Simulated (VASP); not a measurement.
# Cd3S2 (R-3m) in VASP: single point with PBE

Aim: the single point of Cd3S2 with PBE.

Everything below comes from runs of VASP 6.6.1. Logs are shortened: lines on timing, memory, paths and dates and some standing lists are left out, and cuts for length are marked.

### Step 1. The cell of the first run

The structure is trigonal, space group R-3m (No. 166). Conventional cell: a = 7.724 Å, b = 7.724 Å, c = 9.230 Å, α = 90.00°, β = 90.00°, γ = 120.00°. Cd (site symmetry 2/m) has 2 S at 2.23 Å within 3.0 Å. S (site symmetry 3m) has 3 Cd at 2.23 Å within 3.0 Å.

The cell was generated, and may not be a known phase.

### Step 2. Single point, PBE

Contents of INCAR:

```
PREC = Accurate
ENCUT = 630
EDIFF = 1E-6
ISMEAR = 0
SIGMA = 0.1
LREAL = F
LASPH = T
NELM = 120
ALGO = Normal
ISIF = 2
LWAVE = F
LCHARG = F
GGA = PE
NBANDS = 44
GGA_COMPAT = F
```

Contents of KPOINTS:

```
Automatic mesh
0
Gamma
  3 3 3
```

Contents of POSCAR:

```
Cd3S2
1.0
    3.8618625400      2.2296473700      3.0766517400
   -3.8618625400      2.2296473700      3.0766517400
    0.0000000000     -4.4592947500      3.0766517400
Cd S
3 2
Direct
    0.0000000000      0.5000000000      0.0000000000
    0.0000000000      0.0000000000      0.5000000000
    0.5000000000      0.0000000000      0.0000000000
    0.8187567600      0.8187567600      0.8187567600
    0.1812432400      0.1812432400      0.1812432400
```

Potentials or basis: VASP PAW PBE potentials, release 64 (Cd_sv_GW, S).

Started as:

```console
cat potpaw_PBE.64/Cd_sv_GW/POTCAR potpaw_PBE.64/S/POTCAR > POTCAR
mpirun -np 1 vasp_std > vasp.out
```

OUTCAR:

```text
PREC = Accurate
   ENCUT = 630
   EDIFF = 1E-6
   ISMEAR = 0
   LREAL = F
   LASPH = T
   NELM = 120
   ISIF = 2
   GGA = PE

 ion  position               nearest neighbor table
   1  0.000  0.500  0.000-   4 2.23   5 2.23
   2  0.000  0.000  0.500-   4 2.23   5 2.23
   3  0.500  0.000  0.000-   4 2.23   5 2.23
   4  0.819  0.819  0.819-   2 2.23   1 2.23   3 2.23
   5  0.181  0.181  0.181-   2 2.23   1 2.23   3 2.23

  LATTYP: Found a trigonal (rhomboedric) cell.
 ALAT       =     5.4176651425
 COS(alpha) =    -0.0162470556

  Lattice vectors:

 A1 = (   3.8618625400,   2.2296473700,   3.0766517400)
 A2 = (  -3.8618625400,   2.2296473700,   3.0766517400)
 A3 = (   0.0000000000,  -4.4592947500,   3.0766517400)

Analysis of symmetry for initial positions (statically):
=====================================================================
 Subroutine PRICEL returns:
 Original cell was already a primitive cell.

 Routine SETGRP: Setting up the symmetry group for a
 trigonal (rhombohedral) supercell.

 Subroutine GETGRP returns: Found 12 space group operations
 (whereof 12 operations were pure point group operations)
 out of a pool of 12 trial point group operations.

The static configuration has the point symmetry D_3d.

Analysis of symmetry for dynamics (positions and initial velocities):
=====================================================================
 Subroutine PRICEL returns:
 Original cell was already a primitive cell.

 Routine SETGRP: Setting up the symmetry group for a
 trigonal (rhombohedral) supercell.

 Subroutine GETGRP returns: Found 12 space group operations
 (whereof 12 operations were pure point group operations)
 out of a pool of 12 trial point group operations.

The dynamic configuration has the point symmetry D_3d.

 Subroutine INISYM returns: Found 12 space group operations
 (whereof 12 operations are pure point group operations),
 and found     1 'primitive' translations

----------------------------------------------------------------------------------------

                                     Primitive cell

  volume of cell :     158.9508

  direct lattice vectors                    reciprocal lattice vectors
     3.861862540  2.229647370  3.076651740     0.129471206  0.074750236  0.108342888
    -3.861862540  2.229647370  3.076651740    -0.129471206  0.074750236  0.108342888
     0.000000000 -4.459294750  3.076651740     0.000000000 -0.149500471  0.108342887

  length of vectors
     5.417665143  5.417665143  5.417665143     0.184630908  0.184630908  0.184630908

  position of ions in fractional coordinates (direct lattice)
     0.000000000  0.500000000  0.000000000
     0.000000000  0.000000000  0.500000000
     0.500000000  0.000000000  0.000000000
     0.818756760  0.818756760  0.818756760
     0.181243240  0.181243240  0.181243240

  ion indices of the primitive-cell ions
   primitive index   ion index
                 1           1
                 2           2
                 3           3
                 4           4
                 5           5

----------------------------------------------------------------------------------------

 KPOINTS: Automatic mesh

Automatic generation of k-mesh.
 Grid dimensions read from file:
 generate k-points for:    3    3    3

 Generating k-lattice:

  Cartesian coordinates                     Fractional coordinates (reciprocal lattice)
     0.043157069  0.024916745  0.036114296     0.333333333 -0.000000000  0.000000000
    -0.043157069  0.024916745  0.036114296    -0.000000000  0.333333333  0.000000000
     0.000000000 -0.049833490  0.036114296     0.000000000  0.000000000  0.333333333

  Length of vectors
     0.061543636  0.061543636  0.061543636

  Shift w.r.t. Gamma in fractional coordinates (k-lattice)
     0.000000000  0.000000000  0.000000000

 Subroutine IBZKPT returns following result:
 ===========================================

 Found      6 irreducible k-points:

 Following reciprocal coordinates:
            Coordinates               Weight
  0.000000  0.000000  0.000000      1.000000
  0.333333 -0.000000  0.000000      6.000000
  0.333333  0.333333  0.000000      6.000000
 -0.333333  0.333333  0.000000      6.000000
  0.333333  0.333333  0.333333      2.000000
 -0.333333  0.333333  0.333333      6.000000
   k-points           NKPTS =      6   k-points in BZ     NKDIM =      6   number of bands    NBANDS=     44
   number of dos      NEDOS =    301   number of ions     NIONS =      5
   total plane-waves  NPLWV = 110592
   dimension x,y,z NGX =    48 NGY =   48 NGZ =   48
   dimension x,y,z NGXF=    96 NGYF=   96 NGZF=   96
   ions per type =               3   2
   NGX,Y,Z   is equivalent  to a cutoff of  14.73, 14.73, 14.73 a.u.
   NGXF,Y,Z  is equivalent  to a cutoff of  29.46, 29.46, 29.46 a.u.
 SYSTEM =  unknown system
   PREC   = accura    normal or accurate (medium, high low for compatibility)
   ISTART =      0    job   : 0-new  1-cont  2-samecut
   ICHARG =      2    charge: 1-file 2-atom 10-const
   ISPIN  =      1    spin polarized calculation?
   LNONCOLLINEAR =      F non collinear calculations
   LSORBIT =      F    spin-orbit coupling
   LASPH  =      T    aspherical Exc in radial PAW
   ENCUT  =  630.0 eV  46.30 Ry    6.80 a.u.  11.09 11.09 11.09*2*pi/ulx,y,z
   NELM   =    120;   NELMIN=  2; NELMDL= -5     # of ELM steps
   EDIFF  = 0.1E-05   stopping-criterion for ELM
   LREAL  =      F    real-space projection
   EDIFFG = 0.1E-04   stopping-criterion for IOM
   NSW    =      0    number of steps for IOM
   IBRION =     -1    ionic relax: 0-MD 1-quasi-New 2-CG
   NFREE  =      0    steps in history (QN), initial steepest desc. (CG)
   ISIF   =      2    stress and relaxation
   ISYM   =      2    0-nonsym 1-usesym 2-fastsym
   POTIM  = 0.5000    time-step for ionic-motion
   TEBEG  =    0.0;   TEEND  =   0.0 temperature during run
   PSTRESS=    0.0 pullay stress
   NELECT =      72.0000    total number of electrons
   NUPDOWN=      -1.0000    fix difference up-down
   EMIN   =  10.00;   EMAX   =-10.00  energy-range for DOS
   EFERMI =   0.00;   METHOD = LEGACY
   ISMEAR =     0;   SIGMA  =   0.10  broadening in eV -4-tet -1-fermi 0-gaus
   EFERMI_NEDOS =   21; number of points for ismear=-14 and -15
   IALGO  =     38    algorithm
   IMIX   =      4    mixing-type and parameters
     AMIX     =   0.40;   BMIX     =  1.00
     AMIX_MAG =   1.60;   BMIX_MAG =  1.00
  volume/ion in A,a.u.               =      31.79       214.53
  Fermi-wavevector in a.u.,A,eV,Ry     =   1.257278  2.375912 21.507397  1.580749
  Thomas-Fermi vector in A             =   2.390945
   LORBIT       =      0    0 simple, 1 ext, 2 COOP (PROOUT), +10 PAW based schemes
   GGA     = PE    functional components
   LHFCALC =     F    Hartree Fock is set to
   AEXX    =    0.0000 exact exchange contribution
   IVDW    =     0    specifies the selected vdW correction
   LEPSILON=     F    determine dielectric tensor
   LRPA    =     F    only Hartree local field effects (RPA)
 non-spin polarized calculation
 Gauss-broadening in eV      SIGMA  =   0.10
  energy-cutoff  :      630.00
  volume of cell :      158.95
 maximum number of plane-waves:      5716
 NGX is ok and might be reduce to    48
   NGX = 23   NGY = 23   NGZ = 23

 number of electron      71.9999964 magnetization

 Free energy of the ion-electron system (eV)
  ---------------------------------------------------
  ext. energy  EPLUGINS =         0.00000000
  ---------------------------------------------------
  free energy    TOTEN  =        -8.17689880 eV

  energy without entropy =       -8.16124698  energy(sigma->0) =       -8.16907289

 E-fermi :   3.4703     XC(G=0):  -8.1553

 val. band max:        3.4079250530   @ k =  -0.3333   0.3333   0.3333
 cond. band min:       3.4826943229   @ k =   0.0000   0.0000   0.0000
 fundamental gap:      0.0747692699
 Fermi energy:         3.4702816343

 k-point     1 :       0.0000    0.0000    0.0000
  band No.  band energies     occupation
      1    -100.5577      2.00000
      2    -100.5576      2.00000
      3    -100.5576      2.00000
      4     -61.6715      2.00000
      5     -61.6699      2.00000
      6     -61.6699      2.00000
[... 36 lines left out ...]
     43       7.2500      0.00000
     44       8.4974      0.00000

 k-point     2 :       0.3333   -0.0000    0.0000
  band No.  band energies     occupation
      1    -100.5576      2.00000
      2    -100.5576      2.00000
      3    -100.5576      2.00000
      4     -61.6711      2.00000
      5     -61.6702      2.00000
      6     -61.6699      2.00000
[... 36 lines left out ...]
     43       8.4577      0.00000
     44       9.2345      0.00000

 k-point     3 :       0.3333    0.3333    0.0000
  band No.  band energies     occupation
      1    -100.5576      2.00000
      2    -100.5576      2.00000
      3    -100.5576      2.00000
      4     -61.6712      2.00000
      5     -61.6703      2.00000
      6     -61.6698      2.00000
[... 36 lines left out ...]
     43       8.0897      0.00000
     44       8.5501      0.00000

 k-point     4 :      -0.3333    0.3333    0.0000
  band No.  band energies     occupation
      1    -100.5576      2.00000
      2    -100.5576      2.00000
      3    -100.5576      2.00000
      4     -61.6708      2.00000
      5     -61.6707      2.00000
      6     -61.6699      2.00000
[... 36 lines left out ...]
     43       8.0645      0.00000
     44       9.1146      0.00000

 k-point     5 :       0.3333    0.3333    0.3333
  band No.  band energies     occupation
      1    -100.5576      2.00000
      2    -100.5576      2.00000
      3    -100.5576      2.00000
      4     -61.6717      2.00000
      5     -61.6698      2.00000
      6     -61.6698      2.00000
[... 36 lines left out ...]
     43       7.7493      0.00000
     44       7.7493      0.00000

 k-point     6 :      -0.3333    0.3333    0.3333
  band No.  band energies     occupation
      1    -100.5576      2.00000
      2    -100.5576      2.00000
      3    -100.5576      2.00000
      4     -61.6713      2.00000
      5     -61.6702      2.00000
      6     -61.6698      2.00000
[... 36 lines left out ...]
     43       8.3665      0.00000
     44       9.3362      0.00000

------------------------ aborting loop because EDIFF is reached ----------------------------------------

  FORCE on cell =-STRESS in cart. coord.  units (eV):
  Direction    XX          YY          ZZ          XY          YZ          ZX
  --------------------------------------------------------------------------------------
  -------------------------------------------------------------------------------------
  Total       18.7181901     18.7181901      1.1956431      0.0000000     -0.0000000      0.0000000
  in kB      188.6739111    188.6739105     12.0517345      0.0000000     -0.0000000      0.0000000
  external PRESSURE =     129.7998520 kB  Pullay stress =       0.0000000 kB

 VOLUME and BASIS-vectors are now :
 -----------------------------------------------------------------------------
  energy-cutoff  :      630.00
  volume of cell :      158.95
      direct lattice vectors                 reciprocal lattice vectors
     3.861862540  2.229647370  3.076651740     0.129471206  0.074750236  0.108342888
    -3.861862540  2.229647370  3.076651740    -0.129471206  0.074750236  0.108342888
     0.000000000 -4.459294750  3.076651740     0.000000000 -0.149500471  0.108342887

 POSITION                                       TOTAL-FORCE (eV/Angst)
 -----------------------------------------------------------------------------------
     -1.93093      1.11482      1.53833         0.000000      0.000000     -0.000000
      0.00000     -2.22965      1.53833        -0.000000      0.000000     -0.000000
      1.93093      1.11482      1.53833         0.000000     -0.000000     -0.000000
      0.00000     -0.00000      7.55709         0.000000      0.000000     -0.997251
      0.00000     -0.00000      1.67287         0.000000     -0.000000      0.997251
 -----------------------------------------------------------------------------------
    total drift:                                0.000000     -0.000000      0.000000

  FREE ENERGIE OF THE ION-ELECTRON SYSTEM (eV)
  ---------------------------------------------------
  free  energy   TOTEN  =        -8.1768988033 eV

  energy  without entropy=       -8.1612469836  energy(sigma->0) =       -8.16907289
```

It took 88 s on 1 thread of AMD EPYC 7R13 (Zen 3), shared host; peak memory 0.31 GiB.

Results:

| Item | Value |
| --- | --- |
| Free energy | -8.1769 eV |
| Pressure | 13.0 GPa |
| Largest force | 0.997 eV/Å |
| Band gap on the k mesh | 0.07 eV (least direct gap 0.57 eV) |

Forces in eV/Å, atoms in the order of the input:
```
Cd   0.000  0.000  0.000
Cd   0.000  0.000  0.000
Cd   0.000  0.000  0.000
S    0.000  0.000 -0.997
S    0.000  0.000  0.997
```

Stress tensor (GPa, compression positive):
```
18.87  0.00  0.00
 0.00 18.87  0.00
 0.00  0.00  1.21
```

Levels at points of the mesh, in eV from the valence-band top:
```tsv
k point	band 32	band 33	band 34	band 35	band 36	band 37	band 38	band 39	band 40	band 41
(0.00, 0.00, 0.00)	-4.96	-4.96	-3.40	-3.04	-1.93	0.07	0.07	3.23	3.23	3.77
```

Caveat: the stress differs along the axes, from 1 to 19 GPa.
